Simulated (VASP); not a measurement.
Set up this calculation in VASP 6.6.1, as the native input.

* Task: single point
* Functional: PBEsol
* Potentials or basis: VASP PAW PBE potentials, release 64 (Ta_pv)
* Cutoff: 500 eV
* k mesh: 12 × 12 × 12
* Occupations: fermi-dirac, width 0.0272 eV
* Spin: no spin polarisation
* Dipole correction: no
* Further INCAR settings: ALGO = Normal; EDIFF = 1e-06; NBANDS = 12

The structure of Ta lies in POSCAR:

```
Ta
1.0
   -1.6512800000      1.6512800000      1.6512800000
    1.6512800000     -1.6512800000      1.6512800000
    1.6512800000      1.6512800000     -1.6512800000
Ta
1
Direct
    0.0000000000      0.0000000000      0.0000000000
```

These files were run (other wordings do the same):

INCAR

```
SYSTEM = Ta
PREC = Accurate ; ENCUT = 500
EDIFF = 1E-6 ; ISMEAR = -1
SIGMA = 0.0272 ; LREAL = .False.
LASPH = .True. ; NELM = 120
ALGO = Normal ; ISIF = 2
LWAVE = .False. ; LCHARG = .False.
GGA = PS ; NBANDS = 12
GGA_COMPAT = .False.
```

KPOINTS

```
regular mesh
0
Gamma
  12 12 12
  0 0 0
```

Potentials or basis: VASP PAW PBE potentials, release 64 (Ta_pv).

Launch:

```bash
$ cat potpaw_PBE.64/Ta_pv/POTCAR > POTCAR
$ mpirun -np 1 vasp_std > vasp.out
```

It gave:

- Pressure: -4.8 GPa

Caveat: the PAW data sets were made with another functional, which shifts forces and pressure a little.

Run time: 4.9 s on 1 thread of Intel(R) Xeon(R) 6975P-C (Granite Rapids) (shared host), peak memory 0.14 GiB.
